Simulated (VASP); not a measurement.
# CaO in VASP: a series of runs

The runs below take CaO through single point, with r2SCAN.

Everything below comes from runs of VASP 6.6.1. Logs are shortened: lines on timing, memory, paths and dates and some standing lists are left out, and cuts for length are marked.

## 1. The cell of the first run

The structure is cubic, space group Fm-3m (No. 225). Conventional cell: a = 4.751 Å, b = 4.751 Å, c = 4.751 Å, α = 90.00°, β = 90.00°, γ = 90.00°. Ca (site symmetry m-3m) has 6 O at 2.38 Å within 3.1 Å. O (site symmetry m-3m) has 6 Ca at 2.38 Å within 3.1 Å.

## 2. Single point, r2SCAN (strain -0.030 along x and y, -0.030 along z)

Contents of POSCAR:

```
CaO
1.0
    0.0000000000      2.3755300000      2.3755300000
    2.3755300000      0.0000000000      2.3755300000
    2.3755300000      2.3755300000      0.0000000000
Ca O
1 1
Direct
    0.0000000000      0.0000000000      0.0000000000
    0.5000000000      0.5000000000      0.5000000000
```

Contents of INCAR.step1:

```
SYSTEM = CaO
PREC     = Accurate       ! precision mode
ENCUT    = 520            ! plane-wave cutoff, eV
ISMEAR   = 0              ! smearing method
SIGMA    = 0.05           ! smearing width, eV
LREAL    = .False.        ! projectors in reciprocal space
LASPH    = .True.         ! aspherical terms in the spheres
NELM     = 80             ! most SCF steps
NBANDS   = 15             ! bands
GGA      = PE             ! functional
ALGO     = Normal         ! electronic algorithm
EDIFF    = 1E-4           ! SCF threshold, eV
LWAVE    = .True.         ! write WAVECAR
LCHARG   = .False.        ! write CHGCAR
```

Contents of INCAR.step2:

```
SYSTEM = CaO
PREC     = Accurate       ! precision mode
ENCUT    = 520            ! plane-wave cutoff, eV
EDIFF    = 1E-6           ! SCF threshold, eV
ISMEAR   = 0              ! smearing method
SIGMA    = 0.05           ! smearing width, eV
LREAL    = .False.        ! projectors in reciprocal space
LASPH    = .True.         ! aspherical terms in the spheres
NELM     = 80             ! most SCF steps
ALGO     = Normal         ! electronic algorithm
ISIF     = 2              ! what is computed and relaxed
LWAVE    = .False.        ! write WAVECAR
LCHARG   = .False.        ! write CHGCAR
METAGGA  = R2SCAN         ! meta-GGA
LMIXTAU  = .True.       
NBANDS   = 15             ! bands
ISTART   = 1
```

Contents of KPOINTS:

```
regular mesh
0
Gamma
  8 8 8
  0 0 0
```

Potentials or basis: VASP PAW PBE potentials, release 64 (Ca_sv, O).

The run is started by

```bash
cat potpaw_PBE.64/Ca_sv/POTCAR potpaw_PBE.64/O/POTCAR > POTCAR
cp INCAR.step1 INCAR
mpirun -np 1 vasp_std > vasp.out
cp INCAR.step2 INCAR
mpirun -np 1 vasp_std > vasp.out
```

OUTCAR:

```text
SYSTEM = CaO
   PREC = Accurate
   ENCUT = 520
   EDIFF = 1E-6
   ISMEAR = 0
   LREAL = .False.
   LASPH = .True.
   NELM = 80
   ISIF = 2
   METAGGA = R2SCAN
   ISTART = 1

 ion  position               nearest neighbor table
   1  0.000  0.000  0.000-   2 2.38   2 2.38   2 2.38   2 2.38   2 2.38   2 2.38
   2  0.500  0.500  0.500-   1 2.38   1 2.38   1 2.38   1 2.38   1 2.38   1 2.38

  LATTYP: Found a face centered cubic cell.
 ALAT       =     4.7510600000

  Lattice vectors:

 A1 = (   0.0000000000,   2.3755300000,   2.3755300000)
 A2 = (   2.3755300000,   0.0000000000,   2.3755300000)
 A3 = (   2.3755300000,   2.3755300000,   0.0000000000)

Analysis of symmetry for initial positions (statically):
=====================================================================
 Subroutine PRICEL returns:
 Original cell was already a primitive cell.

 Routine SETGRP: Setting up the symmetry group for a
 face centered cubic supercell.

 Subroutine GETGRP returns: Found 48 space group operations
 (whereof 48 operations were pure point group operations)
 out of a pool of 48 trial point group operations.

The static configuration has the point symmetry O_h .

Analysis of symmetry for dynamics (positions and initial velocities):
=====================================================================
 Subroutine PRICEL returns:
 Original cell was already a primitive cell.

 Routine SETGRP: Setting up the symmetry group for a
 face centered cubic supercell.

 Subroutine GETGRP returns: Found 48 space group operations
 (whereof 48 operations were pure point group operations)
 out of a pool of 48 trial point group operations.

The dynamic configuration has the point symmetry O_h .

 Subroutine INISYM returns: Found 48 space group operations
 (whereof 48 operations are pure point group operations),
 and found     1 'primitive' translations

----------------------------------------------------------------------------------------

                                     Primitive cell

  volume of cell :      26.8109

  direct lattice vectors                    reciprocal lattice vectors
     0.000000000  2.375530000  2.375530000    -0.210479346  0.210479346  0.210479346
     2.375530000  0.000000000  2.375530000     0.210479346 -0.210479346  0.210479346
     2.375530000  2.375530000  0.000000000     0.210479346  0.210479346 -0.210479346

  length of vectors
     3.359506744  3.359506744  3.359506744     0.364560921  0.364560921  0.364560921

  position of ions in fractional coordinates (direct lattice)
     0.000000000  0.000000000  0.000000000
     0.500000000  0.500000000  0.500000000

  ion indices of the primitive-cell ions
   primitive index   ion index
                 1           1
                 2           2

----------------------------------------------------------------------------------------

 KPOINTS: regular mesh

Automatic generation of k-mesh.
 Grid dimensions read from file:
 generate k-points for:    8    8    8

 Generating k-lattice:

  Cartesian coordinates                     Fractional coordinates (reciprocal lattice)
    -0.026309918  0.026309918  0.026309918     0.125000000  0.000000000  0.000000000
     0.026309918 -0.026309918  0.026309918     0.000000000  0.125000000  0.000000000
     0.026309918  0.026309918 -0.026309918     0.000000000  0.000000000  0.125000000

  Length of vectors
     0.045570115  0.045570115  0.045570115

  Shift w.r.t. Gamma in fractional coordinates (k-lattice)
     0.000000000  0.000000000  0.000000000

 Subroutine IBZKPT returns following result:
 ===========================================

 Found     29 irreducible k-points:

 Following reciprocal coordinates:
            Coordinates               Weight
  0.000000  0.000000  0.000000      1.000000
  0.125000  0.000000  0.000000      8.000000
  0.250000  0.000000  0.000000      8.000000
  0.375000  0.000000  0.000000      8.000000
  0.500000  0.000000  0.000000      4.000000
  0.125000  0.125000  0.000000      6.000000
[... 16 lines left out ...]
  0.500000  0.250000  0.125000     48.000000
 -0.375000  0.250000  0.125000     24.000000
 [... further k-points ...]
   k-points           NKPTS =     29   k-points in BZ     NKDIM =     29   number of bands    NBANDS=     15
   number of dos      NEDOS =    301   number of ions     NIONS =      2
   total plane-waves  NPLWV =  21952
   dimension x,y,z NGX =    28 NGY =   28 NGZ =   28
   dimension x,y,z NGXF=    56 NGYF=   56 NGZF=   56
   ions per type =               1   1
   NGX,Y,Z   is equivalent  to a cutoff of  13.86, 13.86, 13.86 a.u.
   NGXF,Y,Z  is equivalent  to a cutoff of  27.71, 27.71, 27.71 a.u.
 SYSTEM =  CaO
   PREC   = accura    normal or accurate (medium, high low for compatibility)
   ISTART =      1    job   : 0-new  1-cont  2-samecut
   ICHARG =      0    charge: 1-file 2-atom 10-const
   ISPIN  =      1    spin polarized calculation?
   LNONCOLLINEAR =      F non collinear calculations
   LSORBIT =      F    spin-orbit coupling
   LASPH  =      T    aspherical Exc in radial PAW
   ENCUT  =  520.0 eV  38.22 Ry    6.18 a.u.   6.25  6.25  6.25*2*pi/ulx,y,z
   NELM   =     80;   NELMIN=  2; NELMDL=  0     # of ELM steps
   EDIFF  = 0.1E-05   stopping-criterion for ELM
   LREAL  =      F    real-space projection
   EDIFFG = 0.1E-04   stopping-criterion for IOM
   NSW    =      0    number of steps for IOM
   IBRION =     -1    ionic relax: 0-MD 1-quasi-New 2-CG
   NFREE  =      0    steps in history (QN), initial steepest desc. (CG)
   ISIF   =      2    stress and relaxation
   ISYM   =      2    0-nonsym 1-usesym 2-fastsym
   POTIM  = 0.5000    time-step for ionic-motion
   TEBEG  =    0.0;   TEEND  =   0.0 temperature during run
   PSTRESS=    0.0 pullay stress
   NELECT =      16.0000    total number of electrons
   NUPDOWN=      -1.0000    fix difference up-down
   EMIN   =  10.00;   EMAX   =-10.00  energy-range for DOS
   EFERMI =   0.00;   METHOD = LEGACY
   ISMEAR =     0;   SIGMA  =   0.05  broadening in eV -4-tet -1-fermi 0-gaus
   EFERMI_NEDOS =   21; number of points for ismear=-14 and -15
   IALGO  =     38    algorithm
   IMIX   =      4    mixing-type and parameters
     AMIX     =   0.40;   BMIX     =  1.00
     AMIX_MAG =   1.60;   BMIX_MAG =  1.00
  volume/ion in A,a.u.               =      13.41        90.46
  Fermi-wavevector in a.u.,A,eV,Ry     =   1.378302  2.604613 25.847201  1.899716
  Thomas-Fermi vector in A             =   2.503376
   LORBIT       =      0    0 simple, 1 ext, 2 COOP (PROOUT), +10 PAW based schemes
   METAGGA = R2SCAN    functional components
   LHFCALC =     F    Hartree Fock is set to
   AEXX    =    0.0000 exact exchange contribution
   IVDW    =     0    specifies the selected vdW correction
   LEPSILON=     F    determine dielectric tensor
   LRPA    =     F    only Hartree local field effects (RPA)
 non-spin polarized calculation
 Gauss-broadening in eV      SIGMA  =   0.05
  energy-cutoff  :      520.00
  volume of cell :       26.81
 maximum number of plane-waves:       740
 NGX is ok and might be reduce to    28
   NGX = 13   NGY = 13   NGZ = 13

 number of electron      15.9999997 magnetization

 Free energy of the ion-electron system (eV)
  ---------------------------------------------------
  ext. energy  EPLUGINS =         0.00000000
  ---------------------------------------------------
  free energy    TOTEN  =       -19.43894252 eV

  energy without entropy =      -19.43894252  energy(sigma->0) =      -19.43894252

 E-fermi :   2.4175     XC(G=0): -11.2596

 val. band max:        2.2139528259   @ k =   0.0000   0.0000   0.0000
 cond. band min:       6.3907979200   @ k =   0.5000   0.5000   0.0000
 fundamental gap:      4.1768450941
 Fermi energy:         2.4174587643

 k-point     1 :       0.0000    0.0000    0.0000
  band No.  band energies     occupation
      1     -36.6970      2.00000
      2     -16.5625      2.00000
      3     -16.5625      2.00000
      4     -16.5624      2.00000
      5     -14.3270      2.00000
      6       2.2139      2.00000
      7       2.2140      2.00000
      8       2.2140      2.00000
      9       7.9422      0.00000
     10       9.1526      0.00000
     11       9.1526      0.00000
     12       9.1526      0.00000
     13      10.8097      0.00000
     14      10.8097      0.00000
     15      18.2168      0.00000

 k-point     2 :       0.1250    0.0000    0.0000
  band No.  band energies     occupation
      1     -36.6798      2.00000
      2     -16.8522      2.00000
      3     -16.5706      2.00000
      4     -16.5706      2.00000
      5     -14.0297      2.00000
      6       1.6885      2.00000
      7       1.9929      2.00000
      8       1.9929      2.00000
      9       8.6278      0.00000
     10       9.1127      0.00000
     11       9.4356      0.00000
     12       9.4356      0.00000
     13      11.2054      0.00000
     14      11.2054      0.00000
     15      18.8576      0.00000

 k-point     3 :       0.2500    0.0000    0.0000
  band No.  band energies     occupation
      1     -36.6379      2.00000
      2     -17.3809      2.00000
      3     -16.5901      2.00000
      4     -16.5901      2.00000
      5     -13.4815      2.00000
      6       0.6712      2.00000
      7       1.5175      2.00000
      8       1.5175      2.00000
      9       9.2006      0.00000
     10      10.1220      0.00000
     11      10.1804      0.00000
     12      10.1804      0.00000
     13      12.1595      0.00000
     14      12.1595      0.00000
     15      19.3448      0.00000

 k-point     4 :       0.3750    0.0000    0.0000
  band No.  band energies     occupation
      1     -36.5956      2.00000
      2     -17.7950      2.00000
      3     -16.6095      2.00000
      4     -16.6095      2.00000
      5     -13.0450      2.00000
      6      -0.1620      2.00000
      7       1.1026      2.00000
      8       1.1027      2.00000
      9       9.6953      0.00000
     10      11.0480      0.00000
     11      11.0480      0.00000
     12      11.3554      0.00000
     13      13.1961      0.00000
     14      13.1961      0.00000
     15      18.4145      0.00000
[... 307 lines left out ...]
 k-point    22 :       0.3750    0.2500    0.1250
  band No.  band energies     occupation
      1     -36.6075      2.00000
      2     -17.4191      2.00000
      3     -16.7399      2.00000
      4     -16.6298      2.00000
      5     -13.4451      2.00000
      6       0.3586      2.00000
      7       1.3991      2.00000
      8       1.7016      2.00000
      9       8.2394      0.00000
     10      10.3243      0.00000
     11      10.9237      0.00000
     12      11.2931      0.00000
     13      12.1495      0.00000
     14      13.4795      0.00000
     15      19.8632      0.00000

 k-point    23 :       0.5000    0.2500    0.1250
  band No.  band energies     occupation
      1     -36.5740      2.00000
      2     -17.5959      2.00000
      3     -16.8112      2.00000
      4     -16.6716      2.00000
      5     -13.2876      2.00000
      6       0.1823      2.00000
      7       1.0959      2.00000
      8       1.3627      2.00000
      9       8.7844      0.00000
     10      10.6026      0.00000
     11      11.5619      0.00000
     12      11.7488      0.00000
     13      13.1716      0.00000
     14      14.4786      0.00000
     15      18.4415      0.00000

 k-point    24 :      -0.3750    0.2500    0.1250
  band No.  band energies     occupation
      1     -36.5601      2.00000
      2     -17.6666      2.00000
      3     -16.8267      2.00000
      4     -16.7013      2.00000
      5     -13.2279      2.00000
      6       0.1347      2.00000
      7       1.0620      2.00000
      8       1.1110      2.00000
      9       9.7352      0.00000
     10       9.8259      0.00000
     11      11.8747      0.00000
     12      12.1589      0.00000
     13      13.4759      0.00000
     14      15.2996      0.00000
     15      17.5666      0.00000

 [... further k-points ...]
[... 5 lines left out ...]
  --------------------------------------------------------------------------------------
  -------------------------------------------------------------------------------------
  Total        0.7713791      0.7713791      0.7713791     -0.0000000     -0.0000000      0.0000000
  in kB       46.0963876     46.0963876     46.0963876     -0.0000000     -0.0000000      0.0000000
  external PRESSURE =      46.0963876 kB  Pullay stress =       0.0000000 kB

 VOLUME and BASIS-vectors are now :
 -----------------------------------------------------------------------------
  energy-cutoff  :      520.00
  volume of cell :       26.81
      direct lattice vectors                 reciprocal lattice vectors
     0.000000000  2.375530000  2.375530000    -0.210479346  0.210479346  0.210479346
     2.375530000  0.000000000  2.375530000     0.210479346 -0.210479346  0.210479346
     2.375530000  2.375530000  0.000000000     0.210479346  0.210479346 -0.210479346

 POSITION                                       TOTAL-FORCE (eV/Angst)
 -----------------------------------------------------------------------------------
      0.00000      0.00000      0.00000         0.000000     -0.000000      0.000000
      2.37553      2.37553      2.37553        -0.000000      0.000000     -0.000000
 -----------------------------------------------------------------------------------
    total drift:                                0.000000      0.000000      0.000000

  FREE ENERGIE OF THE ION-ELECTRON SYSTEM (eV)
  ---------------------------------------------------
  free  energy   TOTEN  =       -19.4389425210 eV

  energy  without entropy=      -19.4389425210  energy(sigma->0) =      -19.43894252
```

It took 1.8 min on 1 thread of Intel Xeon 8259CL, shared host; peak memory 0.17 GiB.

Results:

| Property | Result |
| --- | --- |
| Free energy | -19.4389 eV |
| Pressure | 4.6 GPa |
| Band gap on the k mesh | 4.18 eV (least direct gap 4.54 eV) |

Levels at points of the mesh, in eV from the valence-band top:
```tsv
k point	band 5	band 6	band 7	band 8	band 9	band 10	band 11	band 12
(0.00, 0.00, 0.00)	-16.54	0.00	0.00	0.00	5.73	6.94	6.94	6.94
(0.50, 0.00, 0.00)	-15.10	-2.69	-1.27	-1.27	7.87	9.24	9.24	9.50
(0.50, 0.50, 0.00)	-16.33	-1.27	-0.36	-0.36	4.18	9.03	9.83	10.48
```

Caveat: the cell differs from its parent crystal (strain -0.030 along x and y, -0.030 along z); the cell stands under pressure; the PAW data sets were made with another functional, which shifts forces and pressure a little. A k mesh can miss the band edges.

## 3. Single point, r2SCAN (strain -0.015 along x and y, -0.030 along z)

Contents of POSCAR:

```
CaO
1.0
    0.0000000000      2.4122650000      2.3755300000
    2.4122650000      0.0000000000      2.3755300000
    2.4122650000      2.4122650000      0.0000000000
Ca O
1 1
Direct
    0.0000000000      0.0000000000      0.0000000000
    0.5000000000      0.5000000000      0.5000000000
```

INCAR.step1 is that of step 2.

INCAR.step2: that of step 2 with these lines changed.

```diff
@@ -3,3 +3,3 @@
 ENCUT    = 520            ! plane-wave cutoff, eV
-EDIFF    = 1E-6           ! SCF threshold, eV
+EDIFF    = 1E-7           ! SCF threshold, eV
 ISMEAR   = 0              ! smearing method
```

KPOINTS is that of step 2.

Potentials or basis: VASP PAW PBE potentials, release 64 (Ca_sv, O).

The run is started by

```bash
cat potpaw_PBE.64/Ca_sv/POTCAR potpaw_PBE.64/O/POTCAR > POTCAR
cp INCAR.step1 INCAR
mpirun -np 1 vasp_std > vasp.out
cp INCAR.step2 INCAR
mpirun -np 1 vasp_std > vasp.out
```

It took 2.9 min on 1 thread of Intel Xeon 8259CL, shared host; peak memory 0.18 GiB.

Results (log left out):

```yaml
Free_energy: -19.4511 eV
Pressure: 0.8 GPa
Band_gap_on_the_k_mesh: 4.13 eV (least direct gap 4.55 eV)
```

Stress tensor (GPa, compression positive):
```
-0.19  0.00  0.00
 0.00 -0.19  0.00
 0.00  0.00  2.67
```

Levels at points of the mesh, in eV from the valence-band top:
```tsv
k point	band 5	band 6	band 7	band 8	band 9	band 10	band 11	band 12
(0.00, 0.00, 0.00)	-16.51	-0.04	-0.04	0.00	5.43	6.80	6.80	6.91
(0.50, 0.00, 0.00)	-15.21	-2.64	-1.23	-1.23	7.69	9.04	9.05	9.22
(0.50, 0.50, 0.00)	-16.29	-1.26	-0.43	-0.43	4.13	8.78	9.63	10.24
(0.50, 0.00, 0.50)	-16.29	-1.35	-0.40	-0.37	4.18	8.75	9.64	10.18
```

Caveat: the cell differs from its parent crystal (strain -0.015 along x and y, -0.030 along z); the PAW data sets were made with another functional, which shifts forces and pressure a little.

(Continued in part 2 of 2.)
